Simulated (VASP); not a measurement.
# C (Fd-3m) in VASP: single point with r2SCAN+D4

Aim: the single point of C with r2SCAN+D4.

Everything below comes from runs of VASP 6.6.1. Logs are shortened: lines on timing, memory, paths and dates and some standing lists are left out, and cuts for length are marked.

### 1 The cell of the first run

Symmetry: Fd-3m, No. 227, cubic system. The conventional cell has a = 3.555 Å, b = 3.555 Å, c = 3.555 Å, α = 90.00°, β = 90.00°, γ = 90.00°. Within 2.1 Å of C (site symmetry -43m) lie 4 C at 1.54 Å.

### 2 Single point, r2SCAN+D4

Contents of POSCAR:

```
C
1.0
    0.0000000000      1.7772739317      1.7772739317
    1.7772739317      0.0000000000      1.7772739317
    1.7772739317      1.7772739317      0.0000000000
C
2
Direct
    0.0000000000      0.0000000000      0.0000000000
    0.2500000000      0.2500000000      0.2500000000
```

Contents of INCAR.step1:

```
PREC     = Accurate       # precision mode
ENCUT    = 1430           # plane-wave cutoff, eV
ISMEAR   = 0              # smearing method
SIGMA    = 0.01           # smearing width, eV
LREAL    = False          # projectors in reciprocal space
LASPH    = True           # aspherical terms in the spheres
NELM     = 120            # most SCF steps
NBANDS   = 11             # bands
GGA      = PE             # functional
ALGO     = Normal         # electronic algorithm
EDIFF    = 1E-5           # SCF threshold, eV
LWAVE    = True           # write WAVECAR
LCHARG   = False          # write CHGCAR
GGA_COMPAT= False
```

Contents of INCAR.step2:

```
PREC     = Accurate       # precision mode
ENCUT    = 1430           # plane-wave cutoff, eV
EDIFF    = 1E-6           # SCF threshold, eV
ISMEAR   = 0              # smearing method
SIGMA    = 0.01           # smearing width, eV
LREAL    = False          # projectors in reciprocal space
LASPH    = True           # aspherical terms in the spheres
NELM     = 120            # most SCF steps
ALGO     = Normal         # electronic algorithm
ISIF     = 2              # what is computed and relaxed
LWAVE    = False          # write WAVECAR
LCHARG   = False          # write CHGCAR
METAGGA  = R2SCAN         # meta-GGA
LMIXTAU  = True         
IVDW     = 13             # dispersion correction
VDW_S6   = 1.0          
VDW_S8   = 0.6018749    
VDW_A1   = 0.51559235   
VDW_A2   = 5.77342911   
NBANDS   = 11             # bands
ISTART   = 1            
GGA_COMPAT= False
```

Contents of KPOINTS:

```
regular mesh
0
Gamma
  8 8 8
```

Potentials or basis: VASP PAW PBE potentials, release 64 (C_h).

Command:

```
$ cat potpaw_PBE.64/C_h/POTCAR > POTCAR
$ cp INCAR.step1 INCAR
$ mpirun -np 1 vasp_std > vasp.out
$ cp INCAR.step2 INCAR
$ mpirun -np 1 vasp_std > vasp.out
```

OUTCAR:

```text
PREC = Accurate
   ENCUT = 1430
   EDIFF = 1E-6
   ISMEAR = 0
   LREAL = False
   LASPH = True
   NELM = 120
   ISIF = 2
   METAGGA = R2SCAN
   IVDW = 13
   ISTART = 1

 ion  position               nearest neighbor table
   1  0.000  0.000  0.000-
   2  0.250  0.250  0.250-

  LATTYP: Found a face centered cubic cell.
 ALAT       =     3.5545478634

  Lattice vectors:

 A1 = (   0.0000000000,   1.7772739317,   1.7772739317)
 A2 = (   1.7772739317,   0.0000000000,   1.7772739317)
 A3 = (   1.7772739317,   1.7772739317,   0.0000000000)

Analysis of symmetry for initial positions (statically):
=====================================================================
 Subroutine PRICEL returns:
 Original cell was already a primitive cell.

 Routine SETGRP: Setting up the symmetry group for a
 face centered cubic supercell.

 Subroutine GETGRP returns: Found 48 space group operations
 (whereof 24 operations were pure point group operations)
 out of a pool of 48 trial point group operations.

The static configuration has the point symmetry T_d .
 The point group associated with its full space group is O_h .

Analysis of symmetry for dynamics (positions and initial velocities):
=====================================================================
 Subroutine PRICEL returns:
 Original cell was already a primitive cell.

 Routine SETGRP: Setting up the symmetry group for a
 face centered cubic supercell.

 Subroutine GETGRP returns: Found 48 space group operations
 (whereof 24 operations were pure point group operations)
 out of a pool of 48 trial point group operations.

The dynamic configuration has the point symmetry T_d .
 The point group associated with its full space group is O_h .

 Subroutine INISYM returns: Found 48 space group operations
 (whereof 24 operations are pure point group operations),
 and found     1 'primitive' translations

----------------------------------------------------------------------------------------

                                     Primitive cell

  volume of cell :      11.2278

  direct lattice vectors                    reciprocal lattice vectors
     0.000000000  1.777273932  1.777273932    -0.281329733  0.281329733  0.281329733
     1.777273932  0.000000000  1.777273932     0.281329733 -0.281329733  0.281329733
     1.777273932  1.777273932  0.000000000     0.281329733  0.281329733 -0.281329733

  length of vectors
[... 89 lines left out ...]
   ISYM   =      2    0-nonsym 1-usesym 2-fastsym
   POTIM  = 0.5000    time-step for ionic-motion
   TEBEG  =    0.0;   TEEND  =   0.0 temperature during run
   PSTRESS=    0.0 pullay stress
   NELECT =       8.0000    total number of electrons
   NUPDOWN=      -1.0000    fix difference up-down
   EMIN   =  10.00;   EMAX   =-10.00  energy-range for DOS
   EFERMI =   0.00;   METHOD = LEGACY
   ISMEAR =     0;   SIGMA  =   0.01  broadening in eV -4-tet -1-fermi 0-gaus
   EFERMI_NEDOS =   21; number of points for ismear=-14 and -15
   IALGO  =     38    algorithm
   IMIX   =      4    mixing-type and parameters
     AMIX     =   0.40;   BMIX     =  1.00
     AMIX_MAG =   1.60;   BMIX_MAG =  1.00
  volume/ion in A,a.u.               =       5.61        37.88
  Fermi-wavevector in a.u.,A,eV,Ry     =   1.462201  2.763160 29.089694  2.138032
  Thomas-Fermi vector in A             =   2.578443
   LORBIT       =      0    0 simple, 1 ext, 2 COOP (PROOUT), +10 PAW based schemes
   METAGGA = R2SCAN    functional components
   LHFCALC =     F    Hartree Fock is set to
   AEXX    =    0.0000 exact exchange contribution
   IVDW    =    13    specifies the selected vdW correction
   LEPSILON=     F    determine dielectric tensor
   LRPA    =     F    only Hartree local field effects (RPA)
 non-spin polarized calculation
 Gauss-broadening in eV      SIGMA  =   0.01
  energy-cutoff  :     1430.00
  volume of cell :       11.23
 maximum number of plane-waves:      1411
   NGX = 15   NGY = 15   NGZ = 15

 number of electron       8.0000000 magnetization

 Free energy of the ion-electron system (eV)
  ---------------------------------------------------
  ext. energy  EPLUGINS =         0.00000000
  ---------------------------------------------------
  free energy    TOTEN  =       -19.72148877 eV

  energy without entropy =      -19.72148877  energy(sigma->0) =      -19.72148877

 E-fermi :  11.2543     XC(G=0): -14.3260

 val. band max:       11.0699631559   @ k =   0.0000   0.0000   0.0000
 cond. band min:      15.4494421613   @ k =   0.3750   0.3750   0.0000
 fundamental gap:      4.3794790055
 Fermi energy:        11.2543325537

 k-point     1 :       0.0000    0.0000    0.0000
  band No.  band energies     occupation
      1     -11.7413      2.00000
      2      11.0700      2.00000
      3      11.0700      2.00000
      4      11.0700      2.00000
      5      16.9781      0.00000
      6      16.9781      0.00000
      7      16.9781      0.00000
      8      25.1699      0.00000
      9      31.6114      0.00000
     10      38.5355      0.00000
     11      38.5355      0.00000
[... 309 lines left out ...]
 k-point    24 :      -0.3750    0.2500    0.1250
  band No.  band energies     occupation
      1      -4.6638      2.00000
      2      -2.0308      2.00000
      3       4.3282      2.00000
      4       6.0817      2.00000
      5      19.8994      0.00000
      6      21.0647      0.00000
      7      24.9812      0.00000
      8      26.9806      0.00000
      9      30.4852      0.00000
     10      36.5948      0.00000
     11      38.8272      0.00000

 [... further k-points ...]

------------------------ aborting loop because EDIFF is reached ----------------------------------------

  DFT-D4 for vdW energy calculation

  Edisp (eV):   -0.17804

  FORCE on cell =-STRESS in cart. coord.  units (eV):
  Direction    XX          YY          ZZ          XY          YZ          ZX
  --------------------------------------------------------------------------------------
  -------------------------------------------------------------------------------------
  Total      -0.04273    -0.04273    -0.04273    -0.00000    -0.00000     0.00000
  in kB      -6.09710    -6.09710    -6.09710    -0.00000    -0.00000     0.00000
  external pressure =       -6.10 kB  Pullay stress =        0.00 kB

 VOLUME and BASIS-vectors are now :
 -----------------------------------------------------------------------------
  energy-cutoff  :     1430.00
  volume of cell :       11.23
      direct lattice vectors                 reciprocal lattice vectors
     0.000000000  1.777273932  1.777273932    -0.281329733  0.281329733  0.281329733
     1.777273932  0.000000000  1.777273932     0.281329733 -0.281329733  0.281329733
     1.777273932  1.777273932  0.000000000     0.281329733  0.281329733 -0.281329733

 POSITION                                       TOTAL-FORCE (eV/Angst)
 -----------------------------------------------------------------------------------
      0.00000      0.00000      0.00000         0.000000      0.000000      0.000000
      0.88864      0.88864      0.88864        -0.000000     -0.000000     -0.000000
 -----------------------------------------------------------------------------------
    total drift:                               -0.000000      0.000000      0.000000

  FREE ENERGIE OF THE ION-ELECTRON SYSTEM (eV)
  ---------------------------------------------------
  free  energy   TOTEN  =       -19.8995296335 eV

  energy  without entropy=      -19.8995296335  energy(sigma->0) =      -19.89952963
```

OSZICAR.step1:

```text
N       E                     dE             d eps       ncg     rms          rms(c)
DAV:   1     0.226774221469E+02    0.22677E+02   -0.88024E+03   638   0.161E+03
DAV:   2    -0.174302996449E+02   -0.40108E+02   -0.36952E+02   888   0.206E+02
DAV:   3    -0.188461543896E+02   -0.14159E+01   -0.14104E+01   765   0.325E+01
DAV:   4    -0.188501518380E+02   -0.39974E-02   -0.39972E-02   717   0.192E+00
DAV:   5    -0.188501565955E+02   -0.47575E-05   -0.47575E-05   731   0.696E-02    0.485E+00
DAV:   6    -0.183719208227E+02    0.47824E+00   -0.24597E-01   668   0.357E+00    0.266E+00
DAV:   7    -0.182095211087E+02    0.16240E+00   -0.30422E-01   700   0.395E+00    0.358E-01
DAV:   8    -0.182114254040E+02   -0.19043E-02   -0.86648E-03   665   0.876E-01    0.414E-02
DAV:   9    -0.182114726303E+02   -0.47226E-04   -0.58734E-05   774   0.690E-02    0.189E-02
DAV:  10    -0.182114903736E+02   -0.17743E-04   -0.14837E-05   683   0.352E-02    0.246E-03
DAV:  11    -0.182114902424E+02    0.13122E-06   -0.25118E-07   325   0.525E-03
   1 F= -.18211490E+02 E0= -.18211490E+02  d E =-.314653E-36
```

Run time: 22 s. Hardware: 1 thread of Intel Xeon 6975P-C (Granite Rapids), shared host; peak memory 0.17 GiB.

Results:

| Property | Result |
| --- | --- |
| Free energy | -19.8995 eV |
| Pressure | -0.6 GPa |
| Band gap on the k mesh | 4.38 eV (least direct gap 5.91 eV) |
| Dispersion energy per atom | -0.089 eV |

Caveat: the PAW data sets were made with another functional, which shifts forces and pressure a little. r2SCAN opens gaps a little over a GGA but as a rule still falls short of measured ones.
